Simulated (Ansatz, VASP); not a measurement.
SnO2 in VASP and in Ansatz

```xyz
12
Lattice="0.0000 4.7592 -3.2013 0.0000 -4.7592 -3.2013 -4.7592 0.0000 3.2013" Properties=species:S:1:pos:R:3 pbc="T T T"
Sn   -2.3796   -2.3796   -1.6006
Sn   -2.3796    2.3796   -1.6006
Sn    0.0000    0.0000    0.0000
Sn    0.0000    0.0000   -3.2013
O    -3.8356   -0.9236   -1.6006
O    -3.8356   -0.9236    1.6006
O    -0.9236    0.9236   -4.8019
O    -0.9236    0.9236   -1.6006
O    -3.3032    1.4560    0.0000
O    -3.3032   -3.3032    0.0000
O    -1.4560   -1.4560   -3.2013
O    -1.4560   -1.4560    0.0000
```

Alike in both runs: functional r2SCAN; k mesh 8 × 8 × 8; occupations gaussian, width 0.1 eV; no spin polarisation.

Ansatz relaxed the structure, and its values are those at the end. VASP's run is a single point on that final structure, the one shown.

|  | VASP | Ansatz |
| --- | --- | --- |
| version | VASP 6.6.1 | Ansatz 0.2.0 |
| potentials or method | VASP PAW PBE potentials, release 64 (Sn_d, O), cutoff 520 eV | scalar-relativistic, plane waves, PAW |
| valence electrons in the cell | 104 | 104 |

VASP gave:

```
gap on the k mesh at the Fermi level (eV) : 1.80
least direct gap on the mesh (eV)         : 1.80
pressure (GPa)                            : 1.1
rms of the force components (eV/Å)        : 0.015
```

Task: Estimate Ansatz's values.

Result: gap on the k mesh at the Fermi level (eV): 1.77; least direct gap on the mesh (eV): 1.77; pressure (GPa): 0.0; rms of the force components (eV/Å): 0.002.

VASP's potentials were made for PBE, not for r2SCAN. The functional is the same, so the differences come from potentials, cutoffs and numerics.
